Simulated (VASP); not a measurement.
# Fe3Ge (P6_3/mmc) in VASP: single point with PBEsol

Aim: the single point of Fe3Ge with PBEsol.

Everything below comes from runs of VASP 6.6.1. Logs are shortened: lines on timing, memory, paths and dates and some standing lists are left out, and cuts for length are marked.

### 1 The cell of the first run

Symmetry: P6_3/mmc, No. 194, hexagonal system. The conventional cell has a = 5.169 Å, b = 5.169 Å, c = 4.222 Å, α = 90.00°, β = 90.00°, γ = 120.00°. Fe (site symmetry mm2) has 8 Fe at 2.50 to 2.67 Å and 4 Ge at 2.58 to 2.61 Å within 3.3 Å. Within 3.4 Å of Ge (site symmetry -6m2) lie 12 Fe at 2.58 to 2.61 Å.

### 2 Single point, PBEsol, collinear spin, ferrimagnetic start

File INCAR:

```
SYSTEM = Fe3Ge
PREC     = Accurate       ! precision mode
ENCUT    = 600            ! plane-wave cutoff, eV
EDIFF    = 1E-6           ! SCF threshold, eV
ISMEAR   = 0              ! smearing method
SIGMA    = 0.15           ! smearing width, eV
LREAL    = .FALSE.        ! projectors in reciprocal space
LASPH    = .TRUE.         ! aspherical terms in the spheres
NELM     = 200            ! most SCF steps
ALGO     = Normal         ! electronic algorithm
ISIF     = 2              ! what is computed and relaxed
LWAVE    = .FALSE.        ! write WAVECAR
LCHARG   = .TRUE.         ! write CHGCAR
ISPIN    = 2              ! spin polarisation
MAGMOM   = 2.34 -1.8 2.27 -1.8 2.34 2.22 -0.04 -0.03 ! initial moments
LORBIT   = 11             ! projections on sites
NUPDOWN  = 5.0            ! fixed moment
LMAXMIX  = 4              ! l up to which the mixer works
GGA      = PS             ! functional
LELF     = .TRUE.         ! ELF
LVHAR    = .TRUE.       
NBANDS   = 52             ! bands
GGA_COMPAT= .FALSE.
```

File KPOINTS:

```
regular mesh
0
G
  5 5 5
  0 0 0
```

File POSCAR:

```
Fe3Ge
1.0
    5.1690000000      0.0000000000      0.0000000000
   -2.5845000000      4.4764850000      0.0000000000
    0.0000000000      0.0000000000      4.2220000000
Fe Ge
6 2
Direct
    0.8390000000      0.6780000000      0.2500000000
    0.1610000000      0.8390000000      0.7500000000
    0.3220000000      0.1610000000      0.2500000000
    0.1610000000      0.3220000000      0.7500000000
    0.8390000000      0.1610000000      0.2500000000
    0.6780000000      0.8390000000      0.7500000000
    0.3333333333      0.6666666667      0.2500000000
    0.6666666667      0.3333333333      0.7500000000
```

Potentials or basis: VASP PAW PBE potentials, release 64 (Fe, Ge_d).

Started as:

```bash
$ cat potpaw_PBE.64/Fe/POTCAR potpaw_PBE.64/Ge_d/POTCAR > POTCAR
$ mpirun -np 1 vasp_std > vasp.out
```

OUTCAR:

```text
SYSTEM = Fe3Ge
   PREC = Accurate
   ENCUT = 600
   EDIFF = 1E-6
   ISMEAR = 0
   LREAL = .FALSE.
   LASPH = .TRUE.
   NELM = 200
   ISIF = 2
   ISPIN = 2
   LORBIT = 11
   NUPDOWN = 5.0
   GGA = PS

 ion  position               nearest neighbor table
   1  0.839  0.678  0.250-   3 2.50   5 2.50   2 2.56   6 2.56   2 2.56   6 2.56   7 2.58   7 2.58
                             8 2.61   8 2.61   5 2.67   3 2.67
   2  0.161  0.839  0.750-   4 2.50   6 2.50   3 2.56   3 2.56   1 2.56   1 2.56   8 2.58   8 2.58
                             7 2.61   7 2.61   4 2.67   6 2.67
   3  0.322  0.161  0.250-   1 2.50   5 2.50   2 2.56   2 2.56   4 2.56   4 2.56   7 2.58   7 2.58
                             8 2.61   8 2.61   1 2.67   5 2.67
   4  0.161  0.322  0.750-   2 2.50   6 2.50   5 2.56   3 2.56   3 2.56   5 2.56   8 2.58   8 2.58
                             7 2.61   7 2.61   2 2.67   6 2.67
   5  0.839  0.161  0.250-   1 2.50   3 2.50   6 2.56   6 2.56   4 2.56   4 2.56   7 2.58   7 2.58
                             8 2.61   8 2.61   1 2.67   3 2.67
   6  0.678  0.839  0.750-   4 2.50   2 2.50   5 2.56   5 2.56   1 2.56   1 2.56   8 2.58   8 2.58
                             7 2.61   7 2.61   4 2.67   2 2.67
   7  0.333  0.667  0.250-   5 2.58   3 2.58   3 2.58   5 2.58   1 2.58   1 2.58   4 2.61   4 2.61
                             2 2.61   2 2.61   6 2.61   6 2.61
   8  0.667  0.333  0.750-   2 2.58   6 2.58   6 2.58   2 2.58   4 2.58   4 2.58   1 2.61   1 2.61
                             5 2.61   5 2.61   3 2.61   3 2.61

  LATTYP: Found a hexagonal cell.
 ALAT       =     5.1690000000
 C/A-ratio  =     0.8167924163

  Lattice vectors:

 A1 = (   5.1690000000,   0.0000000000,   0.0000000000)
 A2 = (  -2.5845000000,   4.4764850000,   0.0000000000)
 A3 = (   0.0000000000,   0.0000000000,   4.2220000000)

Analysis of symmetry for initial positions (statically):
=====================================================================
 Subroutine PRICEL returns:
 Original cell was already a primitive cell.

 Routine SETGRP: Setting up the symmetry group for a
 hexagonal supercell.

 Subroutine GETGRP returns: Found 24 space group operations
 (whereof 12 operations were pure point group operations)
 out of a pool of 24 trial point group operations.

The static configuration has the point symmetry D_3d.
 The point group associated with its full space group is D_6h.

Analysis of symmetry for dynamics (positions and initial velocities):
=====================================================================
 Subroutine PRICEL returns:
 Original cell was already a primitive cell.

 Routine SETGRP: Setting up the symmetry group for a
 hexagonal supercell.

 Subroutine GETGRP returns: Found 24 space group operations
 (whereof 12 operations were pure point group operations)
 out of a pool of 24 trial point group operations.

The dynamic configuration has the point symmetry D_3d.
 The point group associated with its full space group is D_6h.

Analysis of structural, dynamic, and magnetic symmetry:
=====================================================================
 Subroutine PRICEL returns:
 Original cell was already a primitive cell.

 Routine SETGRP: Setting up the symmetry group for a
 hexagonal supercell.

 Subroutine GETGRP returns: Found  4 space group operations
 (whereof  2 operations were pure point group operations)
 out of a pool of 24 trial point group operations.

The overall configuration has the point symmetry C_1h.
 The point group associated with its full space group is C_2v.

 Subroutine INISYM returns: Found  4 space group operations
 (whereof  2 operations are pure point group operations),
 and found     1 'primitive' translations

----------------------------------------------------------------------------------------

                                     Primitive cell

  volume of cell :      97.6927

  direct lattice vectors                    reciprocal lattice vectors
     5.169000000  0.000000000  0.000000000     0.193461018  0.111694778  0.000000000
    -2.584500000  4.476485000  0.000000000     0.000000000  0.223389557  0.000000000
     0.000000000  0.000000000  4.222000000     0.000000000  0.000000000  0.236854571

  length of vectors
     5.169000000  5.168999730  4.222000000     0.223389545  0.223389557  0.236854571

  position of ions in fractional coordinates (direct lattice)
     0.839000000  0.678000000  0.250000000
[... 81 lines left out ...]
   PREC   = accura    normal or accurate (medium, high low for compatibility)
   ISTART =      0    job   : 0-new  1-cont  2-samecut
   ICHARG =      2    charge: 1-file 2-atom 10-const
   ISPIN  =      2    spin polarized calculation?
   LNONCOLLINEAR =      F non collinear calculations
   LSORBIT =      F    spin-orbit coupling
   LASPH  =      T    aspherical Exc in radial PAW
   ENCUT  =  600.0 eV  44.10 Ry    6.64 a.u.  10.32 10.32  8.43*2*pi/ulx,y,z
   NELM   =    200;   NELMIN=  2; NELMDL= -5     # of ELM steps
   EDIFF  = 0.1E-05   stopping-criterion for ELM
   LREAL  =      F    real-space projection
   EDIFFG = 0.1E-04   stopping-criterion for IOM
   NSW    =      0    number of steps for IOM
   IBRION =     -1    ionic relax: 0-MD 1-quasi-New 2-CG
   NFREE  =      0    steps in history (QN), initial steepest desc. (CG)
   ISIF   =      2    stress and relaxation
   ISYM   =      2    0-nonsym 1-usesym 2-fastsym
   POTIM  = 0.5000    time-step for ionic-motion
   TEBEG  =    0.0;   TEEND  =   0.0 temperature during run
   PSTRESS=    0.0 pullay stress
   NELECT =      76.0000    total number of electrons
   NUPDOWN=       5.0000    fix difference up-down
   EMIN   =  10.00;   EMAX   =-10.00  energy-range for DOS
   EFERMI =   0.00;   METHOD = LEGACY
   ISMEAR =     0;   SIGMA  =   0.15  broadening in eV -4-tet -1-fermi 0-gaus
   EFERMI_NEDOS =   21; number of points for ismear=-14 and -15
   IALGO  =     38    algorithm
   IMIX   =      4    mixing-type and parameters
     AMIX     =   0.40;   BMIX     =  1.00
     AMIX_MAG =   1.60;   BMIX_MAG =  1.00
  volume/ion in A,a.u.               =      12.21        82.41
  Fermi-wavevector in a.u.,A,eV,Ry     =   1.505655  2.845275 30.844356  2.266996
  Thomas-Fermi vector in A             =   2.616475
   LORBIT       =     11    0 simple, 1 ext, 2 COOP (PROOUT), +10 PAW based schemes
   GGA     = PS    functional components
   LHFCALC =     F    Hartree Fock is set to
   AEXX    =    0.0000 exact exchange contribution
   IVDW    =     0    specifies the selected vdW correction
   LEPSILON=     F    determine dielectric tensor
   LRPA    =     F    only Hartree local field effects (RPA)
 spin polarized calculation
 Gauss-broadening in eV      SIGMA  =   0.15
  energy-cutoff  :      600.00
  volume of cell :       97.69
 maximum number of plane-waves:      3275
 NGX is ok and might be reduce to    42
   NGX = 21   NGY = 21   NGZ = 17

 number of electron      76.0000011 magnetization       4.9999988

 Free energy of the ion-electron system (eV)
  ---------------------------------------------------
  ext. energy  EPLUGINS =         0.00000000
  ---------------------------------------------------
  free energy    TOTEN  =       -63.49558471 eV

  energy without entropy =      -63.38584305  energy(sigma->0) =      -63.44071388

 E-fermi :   7.0804     XC(G=0): -13.1103

 val. band max:        7.0793203850   @ k =   0.2000   0.2000   0.0000
 cond. band min:       7.0833062850   @ k =  -0.2000   0.4000   0.2000
 fundamental gap:      0.0039859000
 Fermi energy:         7.0760622925

 spin component 1

 k-point     1 :       0.0000    0.0000    0.0000
  band No.  band energies     occupation
      1     -17.4568      1.00000
      2     -17.4528      1.00000
      3     -17.4510      1.00000
      4     -17.4495      1.00000
      5     -17.4427      1.00000
      6     -17.4405      1.00000
[... 1261 lines left out ...]
     49      10.7666      0.00000
     50      10.8333      0.00000

 [... further k-points ...]

 spin component 2

 k-point     1 :       0.0000    0.0000    0.0000
  band No.  band energies     occupation
      1     -17.4681      1.00000
      2     -17.4596      1.00000
      3     -17.4586      1.00000
      4     -17.4582      1.00000
      5     -17.4518      1.00000
      6     -17.4517      1.00000
[... 1261 lines left out ...]
     49      11.1039      0.00000
     50      11.2279      0.00000

 [... further k-points ...]

 [bands above 50 left out]

------------------------ aborting loop because EDIFF is reached ----------------------------------------

  FORCE on cell =-STRESS in cart. coord.  units (eV):
  Direction    XX          YY          ZZ          XY          YZ          ZX
  --------------------------------------------------------------------------------------
  -------------------------------------------------------------------------------------
  Total       -6.7439064     -8.5360770     -7.3894192      1.5520663     -0.0000000      0.0000000
  in kB     -110.6012970   -139.9932235   -121.1878254     25.4541702     -0.0000000      0.0000000
  external PRESSURE =    -123.9274486 kB  Pullay stress =       0.0000000 kB

 VOLUME and BASIS-vectors are now :
 -----------------------------------------------------------------------------
  energy-cutoff  :      600.00
  volume of cell :       97.69
      direct lattice vectors                 reciprocal lattice vectors
     5.169000000  0.000000000  0.000000000     0.193461018  0.111694778  0.000000000
    -2.584500000  4.476485000  0.000000000     0.000000000  0.223389557  0.000000000
     0.000000000  0.000000000  4.222000000     0.000000000  0.000000000  0.236854571

 POSITION                                       TOTAL-FORCE (eV/Angst)
 -----------------------------------------------------------------------------------
      2.58450      3.03506      1.05550        -0.197300     -0.145990     -0.000000
     -1.33619      3.75577      3.16650         0.479169     -0.118400      0.000000
      1.24831      0.72071      1.05550         0.086382      0.049873      0.000000
      0.00000      1.44143      3.16650         0.137047      0.474172      0.000000
      3.92069      0.72071      1.05550        -0.225081     -0.097871      0.000000
      1.33619      3.75577      3.16650        -0.138678     -0.080066      0.000000
     -0.00000      2.98432      1.05550        -0.157870     -0.091146      0.000000
      2.58450      1.49216      3.16650         0.016330      0.009428      0.000000
 -----------------------------------------------------------------------------------
    total drift:                               -0.000457     -0.000264      0.000000

  FREE ENERGIE OF THE ION-ELECTRON SYSTEM (eV)
  ---------------------------------------------------
  free  energy   TOTEN  =       -63.4955847059 eV

  energy  without entropy=      -63.3858430533  energy(sigma->0) =      -63.44071388

 total charge

# of ion       s       p       d       tot
------------------------------------------
    1        0.435   0.502   6.290   7.227
    2        0.433   0.501   6.310   7.244
    3        0.435   0.507   6.279   7.221
    4        0.433   0.501   6.310   7.244
    5        0.435   0.502   6.290   7.227
    6        0.433   0.503   6.300   7.237
    7        1.073   1.282  10.096  12.451
    8        1.073   1.282  10.096  12.451
--------------------------------------------------
tot          4.750   5.580  57.971  68.301

 magnetization (x)

# of ion       s       p       d       tot
------------------------------------------
    1       -0.002  -0.006   2.130   2.123
    2       -0.019  -0.021  -1.621  -1.660
    3        0.021   0.017   2.038   2.076
    4       -0.019  -0.021  -1.621  -1.660
    5       -0.002  -0.006   2.130   2.123
    6        0.015   0.020   2.004   2.039
    7        0.001  -0.047   0.005  -0.040
    8       -0.004  -0.032   0.002  -0.034
--------------------------------------------------
tot         -0.008  -0.094   5.066   4.965
```

Wall time 9 min (1 thread of Intel Xeon Platinum 8259CL at 2.50GHz (Skylake/Cascade Lake), shared host); peak memory 0.44 GiB.

What came out:

```
Free energy                                           : -63.4956 eV
Pressure                                              : -12.4 GPa
Largest force                                         : 0.494 eV/Å
Net moment                                            : 5.00 μB per cell
Site moments                                          : Fe +2.12, -1.66, +2.08, +2.04; Ge -0.04, -0.03 μB
Valence electrons inside the program's atomic spheres : Fe 7.23, 7.24, 7.22; Ge 12.45
```

Forces in eV/Å, atoms in the order of the input:
```
Fe  -0.197 -0.146  0.000
Fe   0.479 -0.118  0.000
Fe   0.086  0.050  0.000
Fe   0.137  0.474  0.000
Fe  -0.225 -0.098  0.000
Fe  -0.139 -0.080  0.000
Ge  -0.158 -0.091  0.000
Ge   0.016  0.009  0.000
```

Stress tensor (GPa, compression positive):
```
-11.06   2.55   0.00
  2.55 -14.00   0.00
  0.00   0.00 -12.12
```

Caveat: the PAW data sets were made with another functional, which shifts forces and pressure a little; the total moment is fixed, so each spin has its own Fermi level.
